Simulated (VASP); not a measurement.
ZrBS: single point with LDA

The system is ZrBS.

```
CELL_PARAMETERS angstrom
3.32614 0.00000 0.00000
0.00000 3.32614 0.00000
0.00000 0.00000 7.37095
ATOMIC_POSITIONS crystal
B 0.00000 0.00000 0.00000
B 0.50000 0.50000 0.00000
Zr 0.00000 0.50000 0.27700
Zr 0.50000 0.00000 0.72300
S 0.00000 0.50000 0.62200
S 0.50000 0.00000 0.37800
```

```yaml
Program: VASP 6.6.1
Task: single point
Functional: LDA
Potentials_or_basis: VASP PAW LDA potentials, release 64 (B, Zr_sv, S)
Cutoff: 520 eV
k_mesh: 10 × 10 × 5
Occupations: fermi-dirac, width 0.1 eV
Spin: no spin polarisation
Dipole_correction: no
k_mesh_for_the_DOS: 15 × 15 × 8
Occupations_for_the_DOS: tetrahedron
Further_INCAR_settings: ALGO = Normal; EDIFF = 1e-06; NBANDS = 30
```

| Item | Value |
| --- | --- |
| Valence electrons inside the program's atomic spheres | B 1.54; Zr 10.03; S 3.87 |

Levels at points of the mesh, in eV from the Fermi level:
| k point | band 18 | band 19 | band 20 | band 21 | band 22 | band 23 | band 24 | band 25 |
| --- | --- | --- | --- | --- | --- | --- | --- | --- |
| (0.00, 0.00, 0.00) | -1.34 | -1.34 | -0.46 | -0.46 | 0.75 | 2.00 | 2.37 | 2.40 |
| (0.00, 0.00, 0.50) | -1.36 | -1.36 | -1.36 | -0.54 | -0.54 | 2.02 | 2.38 | 2.99 |

Wall time 10 min on 1 thread of Intel Xeon 8259CL, on a shared host, peak memory 0.45 GiB.
